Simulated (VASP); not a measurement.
## ZrO5: single point with PBE

Crystal: ZrO5.

```
Zr O
1.0
     4.29778    0.00000    0.00000
    -2.14889    3.72198    0.00000
     0.00000    0.00000    5.55312
Zr O
1 5
Direct
  0.00000 0.00000 0.00000
  0.50000 0.00000 0.00000
  0.00000 0.50000 0.00000
  0.50000 0.50000 0.00000
  0.00000 0.00000 0.38573
  0.00000 0.00000 0.61427
```

```
Program             : VASP 6.6.1
Task                : single point
Functional          : PBE
Potentials or basis : VASP PAW PBE potentials, release 64 (Zr_sv, O)
Cutoff              : 520 eV
k mesh              : 6 × 6 × 4
Occupations         : gaussian, width 0.1 eV
Spin                : collinear spin, ferromagnetic start
Starting moments    : [1.0, 0.0, 0.0, 0.0, 0.0, 0.0] μB
```

* Pressure: 0.4 GPa
* Largest force: 0.614 eV/Å
* Band gap on the k mesh: zero (filled and empty bands overlap)
* Net moment: 0.00 μB per cell
* Valence electrons inside the program's atomic spheres: Zr 9.58; O 4.85, 4.97

Forces on the atoms (eV/Å):
```
Zr   0.000  0.000  0.000
O    0.000  0.000  0.000
O    0.000  0.000  0.000
O    0.000  0.000  0.000
O    0.000  0.000 -0.614
O    0.000  0.000  0.614
```

Stress tensor (GPa, compression positive):
```
0.05 0.00 0.00
0.00 0.05 0.00
0.00 0.00 1.12
```

Levels at points of the mesh, in eV from the Fermi level:
Spin up:
```csv
k point,band 17,band 18,band 19,band 20,band 21,band 22,band 23,band 24,band 25,band 26
"(0.00, 0.00, 0.00)",-0.79,-0.79,-0.73,-0.73,-0.23,1.89,1.89,4.25,4.25,5.36
"(0.50, 0.00, 0.00)",-1.93,-1.77,-1.76,-1.53,0.10,0.12,1.42,4.86,5.66,6.20
"(0.00, 0.00, 0.50)",-0.80,-0.80,-0.23,0.00,0.00,1.89,1.89,3.35,3.35,3.76
"(0.50, 0.00, 0.50)",-1.97,-1.76,-1.53,-1.12,-0.19,-0.03,1.42,4.01,4.21,5.18
```
Spin down:
| k point | band 17 | band 18 | band 19 | band 20 | band 21 | band 22 | band 23 | band 24 | band 25 | band 26 |
| --- | --- | --- | --- | --- | --- | --- | --- | --- | --- | --- |
| (0.00, 0.00, 0.00) | -0.79 | -0.79 | -0.73 | -0.73 | -0.23 | 1.89 | 1.89 | 4.25 | 4.25 | 5.36 |
| (0.50, 0.00, 0.00) | -1.93 | -1.77 | -1.76 | -1.53 | 0.10 | 0.12 | 1.42 | 4.86 | 5.66 | 6.20 |
| (0.00, 0.00, 0.50) | -0.80 | -0.80 | -0.23 | 0.00 | 0.00 | 1.89 | 1.89 | 3.35 | 3.35 | 3.76 |
| (0.50, 0.00, 0.50) | -1.97 | -1.76 | -1.53 | -1.12 | -0.19 | -0.03 | 1.42 | 4.01 | 4.21 | 5.18 |

Run time: 79 s on 1 thread of Intel(R) Xeon(R) 6975P-C (Granite Rapids), on a shared host, peak memory 0.27 GiB.
